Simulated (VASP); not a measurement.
Input of a VASP 6.6.1 run:

File INCAR:

```
SYSTEM = Al
  PREC = Accurate
  ENCUT = 520
  EDIFF = 1E-6
  ISMEAR = 0
  SIGMA = 0.15
  LREAL = .False.
  LASPH = .True.
  NELM = 80
  ALGO = Fast
  ISIF = 2
  LWAVE = .False.
  LCHARG = .False.
  GGA = PS
  NBANDS = 8
```

Contents of KPOINTS:

```
Automatic mesh
0
Gamma
  20 20 20
  0 0 0
```

The input POSCAR:

```
Al
1.0
   -1.6150869704      1.6150869704      1.5434821293
    1.6150869704     -1.6150869704      1.5434821293
    1.6150869704      1.6150869704     -1.5434821293
Al
1
Direct
    0.0000000000      0.0000000000      0.0000000000
```

Potentials or basis: VASP PAW PBE potentials, release 64 (Al).

The run is started by

```bash
$ cat potpaw_PBE.64/Al/POTCAR > POTCAR
$ mpirun -np 1 vasp_std > vasp.out
```

(1) What does it give for the pressure?

(2) Predict the band gap on the k mesh.

## Answers

(1) 2.2 GPa.

(2) zero (an odd number of electrons rules out a gap without spin polarisation).

Caveat: the cell differs from its parent crystal (strain +0.015 along x and y, -0.030 along z); the PAW data sets were made with another functional, which shifts forces and pressure a little.
